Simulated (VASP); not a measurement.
# CdSe (F-43m) in VASP: further runs

CdSe is run at these levels: r2SCAN; tasks: single point.

Program: VASP 6.6.1. These are calculated values, not measurements. Logs are shortened: lines on timing, memory, paths and dates and some standing lists are left out, and cuts for length are marked.

**1. The cell of the first run**

It takes space group F-43m (No. 216, cubic). Conventional cell: a = 6.008 Å, b = 6.008 Å, c = 6.008 Å, α = 90.00°, β = 90.00°, γ = 90.00°. Cd (site symmetry -43m) has 4 Se at 2.60 Å within 3.4 Å. Within 3.4 Å of Se (site symmetry -43m) lie 4 Cd at 2.60 Å.

**2. Single point, r2SCAN (volume scaled by 0.94)**

The input, POSCAR:

```
CdSe
1.0
    0.0000000000      3.0041824953      3.0041824953
    3.0041824953      0.0000000000      3.0041824953
    3.0041824953      3.0041824953      0.0000000000
Cd Se
1 1
Direct
    0.0000000000      0.0000000000      0.0000000000
    0.7500000000      0.7500000000      0.7500000000
```

The input, INCAR.step1:

```
SYSTEM = CdSe
PREC = Accurate
ENCUT = 520
ISMEAR = 0
SIGMA = 0.02
LREAL = .False.
LASPH = .True.
NELM = 80
NBANDS = 16
GGA = PE
ALGO = Normal
EDIFF = 1E-4
LWAVE = .True.
LCHARG = .False.
```

The input, INCAR.step2:

```
SYSTEM = CdSe
PREC = Accurate
ENCUT = 520
EDIFF = 1E-6
ISMEAR = 0
SIGMA = 0.02
LREAL = .False.
LASPH = .True.
NELM = 80
ALGO = Normal
ISIF = 2
LWAVE = .False.
LCHARG = .False.
METAGGA = R2SCAN
LMIXTAU = .True.
NBANDS = 16
ISTART = 1
```

The input, KPOINTS:

```
regular mesh
0
Gamma
  8 8 8
  0 0 0
```

Potentials or basis: VASP PAW PBE potentials, release 64 (Cd, Se).

Run with:

```bash
cat potpaw_PBE.64/Cd/POTCAR potpaw_PBE.64/Se/POTCAR > POTCAR
cp INCAR.step1 INCAR
mpirun -np 1 vasp_std > vasp.out
cp INCAR.step2 INCAR
mpirun -np 1 vasp_std > vasp.out
```

OUTCAR:

```text
SYSTEM = CdSe
   PREC = Accurate
   ENCUT = 520
   EDIFF = 1E-6
   ISMEAR = 0
   LREAL = .False.
   LASPH = .True.
   NELM = 80
   ISIF = 2
   METAGGA = R2SCAN
   ISTART = 1

 ion  position               nearest neighbor table
   1  0.000  0.000  0.000-   2 2.60   2 2.60   2 2.60   2 2.60
   2  0.750  0.750  0.750-   1 2.60   1 2.60   1 2.60   1 2.60

  LATTYP: Found a face centered cubic cell.
 ALAT       =     6.0083649906

  Lattice vectors:

 A1 = (   0.0000000000,   3.0041824953,   3.0041824953)
 A2 = (   3.0041824953,   0.0000000000,   3.0041824953)
 A3 = (   3.0041824953,   3.0041824953,   0.0000000000)

Analysis of symmetry for initial positions (statically):
=====================================================================
 Subroutine PRICEL returns:
 Original cell was already a primitive cell.

 Routine SETGRP: Setting up the symmetry group for a
 face centered cubic supercell.

 Subroutine GETGRP returns: Found 24 space group operations
 (whereof 24 operations were pure point group operations)
 out of a pool of 48 trial point group operations.

The static configuration has the point symmetry T_d .

Analysis of symmetry for dynamics (positions and initial velocities):
=====================================================================
 Subroutine PRICEL returns:
 Original cell was already a primitive cell.

 Routine SETGRP: Setting up the symmetry group for a
 face centered cubic supercell.

 Subroutine GETGRP returns: Found 24 space group operations
 (whereof 24 operations were pure point group operations)
 out of a pool of 48 trial point group operations.

The dynamic configuration has the point symmetry T_d .

 Subroutine INISYM returns: Found 24 space group operations
 (whereof 24 operations are pure point group operations),
 and found     1 'primitive' translations

----------------------------------------------------------------------------------------

                                     Primitive cell

  volume of cell :      54.2262

  direct lattice vectors                    reciprocal lattice vectors
     0.000000000  3.004182495  3.004182495    -0.166434629  0.166434629  0.166434629
     3.004182495  0.000000000  3.004182495     0.166434629 -0.166434629  0.166434629
     3.004182495  3.004182495  0.000000000     0.166434629  0.166434629 -0.166434629

  length of vectors
     4.248555629  4.248555629  4.248555629     0.288273234  0.288273234  0.288273234

  position of ions in fractional coordinates (direct lattice)
     0.000000000  0.000000000  0.000000000
     0.750000000  0.750000000  0.750000000

  ion indices of the primitive-cell ions
   primitive index   ion index
                 1           1
                 2           2

----------------------------------------------------------------------------------------

 KPOINTS: regular mesh

Automatic generation of k-mesh.
 Grid dimensions read from file:
 generate k-points for:    8    8    8

 Generating k-lattice:

  Cartesian coordinates                     Fractional coordinates (reciprocal lattice)
    -0.020804329  0.020804329  0.020804329     0.125000000  0.000000000  0.000000000
     0.020804329 -0.020804329  0.020804329     0.000000000  0.125000000  0.000000000
     0.020804329  0.020804329 -0.020804329     0.000000000  0.000000000  0.125000000

  Length of vectors
     0.036034154  0.036034154  0.036034154

  Shift w.r.t. Gamma in fractional coordinates (k-lattice)
     0.000000000  0.000000000  0.000000000

 Subroutine IBZKPT returns following result:
 ===========================================

 Found     29 irreducible k-points:

 Following reciprocal coordinates:
            Coordinates               Weight
  0.000000  0.000000  0.000000      1.000000
  0.125000  0.000000  0.000000      8.000000
  0.250000  0.000000  0.000000      8.000000
  0.375000  0.000000  0.000000      8.000000
  0.500000  0.000000  0.000000      4.000000
  0.125000  0.125000  0.000000      6.000000
[... 16 lines left out ...]
  0.500000  0.250000  0.125000     48.000000
 -0.375000  0.250000  0.125000     24.000000
 [... further k-points ...]
   k-points           NKPTS =     29   k-points in BZ     NKDIM =     29   number of bands    NBANDS=     16
   number of dos      NEDOS =    301   number of ions     NIONS =      2
   total plane-waves  NPLWV =  32768
   dimension x,y,z NGX =    32 NGY =   32 NGZ =   32
   dimension x,y,z NGXF=    64 NGYF=   64 NGZF=   64
   ions per type =               1   1
   NGX,Y,Z   is equivalent  to a cutoff of  12.52, 12.52, 12.52 a.u.
   NGXF,Y,Z  is equivalent  to a cutoff of  25.04, 25.04, 25.04 a.u.
 SYSTEM =  CdSe
   PREC   = accura    normal or accurate (medium, high low for compatibility)
   ISTART =      1    job   : 0-new  1-cont  2-samecut
   ICHARG =      0    charge: 1-file 2-atom 10-const
   ISPIN  =      1    spin polarized calculation?
   LNONCOLLINEAR =      F non collinear calculations
   LSORBIT =      F    spin-orbit coupling
   LASPH  =      T    aspherical Exc in radial PAW
   ENCUT  =  520.0 eV  38.22 Ry    6.18 a.u.   7.90  7.90  7.90*2*pi/ulx,y,z
   NELM   =     80;   NELMIN=  2; NELMDL=  0     # of ELM steps
   EDIFF  = 0.1E-05   stopping-criterion for ELM
   LREAL  =      F    real-space projection
   EDIFFG = 0.1E-04   stopping-criterion for IOM
   NSW    =      0    number of steps for IOM
   IBRION =     -1    ionic relax: 0-MD 1-quasi-New 2-CG
   NFREE  =      0    steps in history (QN), initial steepest desc. (CG)
   ISIF   =      2    stress and relaxation
   ISYM   =      2    0-nonsym 1-usesym 2-fastsym
   POTIM  = 0.5000    time-step for ionic-motion
   TEBEG  =    0.0;   TEEND  =   0.0 temperature during run
   PSTRESS=    0.0 pullay stress
   NELECT =      18.0000    total number of electrons
   NUPDOWN=      -1.0000    fix difference up-down
   EMIN   =  10.00;   EMAX   =-10.00  energy-range for DOS
   EFERMI =   0.00;   METHOD = LEGACY
   ISMEAR =     0;   SIGMA  =   0.02  broadening in eV -4-tet -1-fermi 0-gaus
   EFERMI_NEDOS =   21; number of points for ismear=-14 and -15
   IALGO  =     38    algorithm
   IMIX   =      4    mixing-type and parameters
     AMIX     =   0.40;   BMIX     =  1.00
     AMIX_MAG =   1.60;   BMIX_MAG =  1.00
  volume/ion in A,a.u.               =      27.11       182.97
  Fermi-wavevector in a.u.,A,eV,Ry     =   1.133520  2.142043 17.481698  1.284869
  Thomas-Fermi vector in A             =   2.270223
   LORBIT       =      0    0 simple, 1 ext, 2 COOP (PROOUT), +10 PAW based schemes
   METAGGA = R2SCAN    functional components
   LHFCALC =     F    Hartree Fock is set to
   AEXX    =    0.0000 exact exchange contribution
   IVDW    =     0    specifies the selected vdW correction
   LEPSILON=     F    determine dielectric tensor
   LRPA    =     F    only Hartree local field effects (RPA)
 non-spin polarized calculation
 Gauss-broadening in eV      SIGMA  =   0.02
  energy-cutoff  :      520.00
  volume of cell :       54.23
 maximum number of plane-waves:      1476
   NGX = 15   NGY = 15   NGZ = 15

 number of electron      17.9999992 magnetization

 Free energy of the ion-electron system (eV)
  ---------------------------------------------------
  ext. energy  EPLUGINS =         0.00000000
  ---------------------------------------------------
  free energy    TOTEN  =       -35.87203983 eV

  energy without entropy =      -35.87203983  energy(sigma->0) =      -35.87203983

 E-fermi :   1.1049     XC(G=0):  -9.6060

 val. band max:        0.9455868547   @ k =   0.0000   0.0000   0.0000
 cond. band min:       2.1144214855   @ k =   0.0000   0.0000   0.0000
 fundamental gap:      1.1688346308
 Fermi energy:         1.1048647146

 k-point     1 :       0.0000    0.0000    0.0000
  band No.  band energies     occupation
      1     -12.2983      2.00000
      2      -7.3527      2.00000
      3      -7.3527      2.00000
      4      -7.3527      2.00000
      5      -6.9052      2.00000
      6      -6.9052      2.00000
[... 8 lines left out ...]
     15      12.6825      0.00000
     16      12.6825      0.00000

 k-point     2 :       0.1250    0.0000    0.0000
  band No.  band energies     occupation
      1     -12.2386      2.00000
      2      -7.3327      2.00000
      3      -7.3326      2.00000
      4      -7.2987      2.00000
      5      -6.9062      2.00000
      6      -6.9062      2.00000
[... 8 lines left out ...]
     15      11.8443      0.00000
     16      12.1598      0.00000

 k-point     3 :       0.2500    0.0000    0.0000
  band No.  band energies     occupation
      1     -12.0928      2.00000
      2      -7.2885      2.00000
      3      -7.2885      2.00000
      4      -7.1131      2.00000
      5      -6.9027      2.00000
      6      -6.9027      2.00000
[... 8 lines left out ...]
     15      11.6024      0.00000
     16      11.6178      0.00000

 k-point     4 :       0.3750    0.0000    0.0000
  band No.  band energies     occupation
      1     -11.9453      2.00000
      2      -7.2528      2.00000
      3      -7.2527      2.00000
      4      -6.8883      2.00000
      5      -6.8883      2.00000
      6      -6.7904      2.00000
[... 8 lines left out ...]
     15      12.6001      0.00000
     16      12.6001      0.00000
[... 324 lines left out ...]
 k-point    22 :       0.3750    0.2500    0.1250
  band No.  band energies     occupation
      1     -11.9849      2.00000
      2      -7.2405      2.00000
      3      -7.2165      2.00000
      4      -7.0484      2.00000
      5      -6.8973      2.00000
      6      -6.8557      2.00000
[... 8 lines left out ...]
     15      13.2265      0.00000
     16      14.4820      0.00000

 k-point    23 :       0.5000    0.2500    0.1250
  band No.  band energies     occupation
      1     -11.8679      2.00000
      2      -7.2047      2.00000
      3      -7.1851      2.00000
      4      -6.9609      2.00000
      5      -6.8801      2.00000
      6      -6.6449      2.00000
[... 8 lines left out ...]
     15      13.6900      0.00000
     16      14.2897      0.00000

 k-point    24 :      -0.3750    0.2500    0.1250
  band No.  band energies     occupation
      1     -11.8196      2.00000
      2      -7.1975      2.00000
      3      -7.1707      2.00000
      4      -6.9286      2.00000
      5      -6.8869      2.00000
      6      -6.4723      2.00000
[... 8 lines left out ...]
     15      13.3218      0.00000
     16      14.3968      0.00000

 [... further k-points ...]

------------------------ aborting loop because EDIFF is reached ----------------------------------------

  FORCE on cell =-STRESS in cart. coord.  units (eV):
  Direction    XX          YY          ZZ          XY          YZ          ZX
  --------------------------------------------------------------------------------------
  -------------------------------------------------------------------------------------
  Total        1.3527403      1.3527403      1.3527403      0.0000000      0.0000000      0.0000000
  in kB       39.9683362     39.9683362     39.9683362      0.0000000      0.0000000      0.0000000
  external PRESSURE =      39.9683362 kB  Pullay stress =       0.0000000 kB

 VOLUME and BASIS-vectors are now :
 -----------------------------------------------------------------------------
  energy-cutoff  :      520.00
  volume of cell :       54.23
      direct lattice vectors                 reciprocal lattice vectors
     0.000000000  3.004182495  3.004182495    -0.166434629  0.166434629  0.166434629
     3.004182495  0.000000000  3.004182495     0.166434629 -0.166434629  0.166434629
     3.004182495  3.004182495  0.000000000     0.166434629  0.166434629 -0.166434629

 POSITION                                       TOTAL-FORCE (eV/Angst)
 -----------------------------------------------------------------------------------
      0.00000      0.00000      0.00000         0.000000      0.000000      0.000000
      4.50627      4.50627      4.50627        -0.000000     -0.000000     -0.000000
 -----------------------------------------------------------------------------------
    total drift:                                0.000000      0.000000      0.000000

  FREE ENERGIE OF THE ION-ELECTRON SYSTEM (eV)
  ---------------------------------------------------
  free  energy   TOTEN  =       -35.8720398347 eV

  energy  without entropy=      -35.8720398347  energy(sigma->0) =      -35.87203983
```

Run time: 58 s. Hardware: 1 thread of AMD EPYC 9R45 (Zen 5), shared host; peak memory 0.16 GiB.

What came out:

```
Free energy            : -35.8720 eV
Pressure               : 4.0 GPa
Band gap on the k mesh : 1.17 eV, direct
```

Levels at points of the mesh, in eV from the valence-band top:
| k point | band 5 | band 6 | band 7 | band 8 | band 9 | band 10 | band 11 | band 12 | band 13 | band 14 |
| --- | --- | --- | --- | --- | --- | --- | --- | --- | --- | --- |
| (0.00, 0.00, 0.00) | -7.85 | -7.85 | 0.00 | 0.00 | 0.00 | 1.17 | 6.47 | 6.47 | 6.47 | 10.50 |
| (0.50, 0.00, 0.00) | -7.82 | -7.52 | -4.66 | -0.81 | -0.81 | 2.91 | 6.93 | 6.93 | 7.93 | 10.73 |
| (0.50, 0.50, 0.00) | -7.78 | -7.44 | -4.27 | -2.02 | -2.02 | 3.39 | 4.19 | 9.90 | 11.20 | 11.20 |

Caveat: the cell differs from its parent crystal (volume scaled by 0.94); the PAW data sets were made with another functional, which shifts forces and pressure a little.

**3. Single point, r2SCAN (volume scaled by 0.97)**

The input, POSCAR:

```
CdSe
1.0
    0.0000000000      3.0358077929      3.0358077929
    3.0358077929      0.0000000000      3.0358077929
    3.0358077929      3.0358077929      0.0000000000
Cd Se
1 1
Direct
    0.0000000000      0.0000000000      0.0000000000
    0.7500000000      0.7500000000      0.7500000000
```

The input, INCAR.step1:

```
  PREC = Accurate
  ENCUT = 520
  ISMEAR = 0
  SIGMA = 0.02
  LREAL = False
  LASPH = True
  NELM = 100
  NBANDS = 16
  GGA = PE
  ALGO = Normal
  EDIFF = 1E-4
  LWAVE = True
  LCHARG = False
```

The input, INCAR.step2:

```
  PREC = Accurate
  ENCUT = 520
  EDIFF = 1E-6
  ISMEAR = 0
  SIGMA = 0.02
  LREAL = False
  LASPH = True
  NELM = 100
  ALGO = Normal
  ISIF = 2
  LWAVE = False
  LCHARG = False
  METAGGA = R2SCAN
  LMIXTAU = True
  NBANDS = 16
  ISTART = 1
```

The input, KPOINTS:

```
Automatic mesh
0
Gamma
  8 8 8
```

Potentials or basis: VASP PAW PBE potentials, release 64 (Cd, Se).

Run with:

```bash
cat potpaw_PBE.64/Cd/POTCAR potpaw_PBE.64/Se/POTCAR > POTCAR
cp INCAR.step1 INCAR
mpirun -np 1 vasp_std > vasp.out
cp INCAR.step2 INCAR
mpirun -np 1 vasp_std > vasp.out
```

It took 54 s on 1 thread of AMD EPYC 9R45 (Zen 5), shared host; peak memory 0.16 GiB.

It converged, with:

```yaml
Free_energy: -35.9040 eV
Pressure: 2.0 GPa
Band_gap_on_the_k_mesh: 1.10 eV, direct
```

Levels at points of the mesh, in eV from the valence-band top:
```csv
k point,band 6,band 7,band 8,band 9,band 10,band 11,band 12,band 13
"(0.00, 0.00, 0.00)",-7.78,0.00,0.00,0.00,1.10,6.47,6.47,6.47
"(0.50, 0.00, 0.00)",-7.47,-4.46,-0.77,-0.77,2.87,6.93,6.93,7.84
"(0.50, 0.50, 0.00)",-7.40,-4.11,-1.90,-1.90,3.45,4.16,9.73,11.00
```

Caveat: the cell differs from its parent crystal (volume scaled by 0.97); the PAW data sets were made with another functional, which shifts forces and pressure a little.

**4. Single point, r2SCAN**

This run uses another cell than the first one, of 28.94 Å³/atom, 1.067 times its volume.

The input, POSCAR:

```
CdSe
1.0
    0.0000000000      3.0702711986      3.0702711986
    3.0702711986      0.0000000000      3.0702711986
    3.0702711986      3.0702711986      0.0000000000
Cd Se
1 1
Direct
    0.0000000000      0.0000000000      0.0000000000
    0.7500000000      0.7500000000      0.7500000000
```

The input, INCAR.step1:

```
ALGO = Normal ; EDIFF = 1E-4
ENCUT = 520 ; GGA = PE
ISMEAR = 0 ; LASPH = True
LCHARG = False ; LREAL = False
LWAVE = True ; NBANDS = 16
NELM = 100 ; PREC = Accurate
SIGMA = 0.02
```

The input, INCAR.step2:

```
ALGO = Normal ; EDIFF = 1E-6
ENCUT = 520 ; ISIF = 2
ISMEAR = 0 ; ISTART = 1
LASPH = True ; LCHARG = False
LMIXTAU = True ; LREAL = False
LWAVE = False ; METAGGA = R2SCAN
NBANDS = 16 ; NELM = 100
PREC = Accurate ; SIGMA = 0.02
```

The input, KPOINTS:

```
k-points
0
Gamma
  8 8 8
```

Run with:

```bash
cat potpaw_PBE.64/Cd/POTCAR potpaw_PBE.64/Se/POTCAR > POTCAR
cp INCAR.step1 INCAR
mpirun -np 1 vasp_std > vasp.out
cp INCAR.step2 INCAR
mpirun -np 1 vasp_std > vasp.out
```

Run time: 51 s. Hardware: 1 thread of AMD EPYC 9R45 (Zen 5), shared host; peak memory 0.17 GiB.

Results (log left out):

| Item | Value |
| --- | --- |
| Free energy | -35.9159 eV |
| Pressure | 0.1 GPa |
| Band gap on the k mesh | 1.02 eV, direct |

Levels at points of the mesh, in eV from the valence-band top:
| k point | band 5 | band 6 | band 7 | band 8 | band 9 | band 10 | band 11 | band 12 | band 13 | band 14 |
| --- | --- | --- | --- | --- | --- | --- | --- | --- | --- | --- |
| (0.00, 0.00, 0.00) | -7.71 | -7.71 | 0.00 | 0.00 | 0.00 | 1.02 | 6.47 | 6.47 | 6.47 | 10.19 |
| (0.50, 0.00, 0.00) | -7.68 | -7.42 | -4.26 | -0.72 | -0.72 | 2.82 | 6.92 | 6.92 | 7.73 | 10.49 |
| (0.50, 0.50, 0.00) | -7.65 | -7.36 | -3.95 | -1.79 | -1.79 | 3.51 | 4.13 | 9.55 | 10.79 | 10.79 |

Caveat: the PAW data sets were made with another functional, which shifts forces and pressure a little. r2SCAN opens gaps a little over a GGA but as a rule still falls short of measured ones.

(Continued in part 2 of 2.)
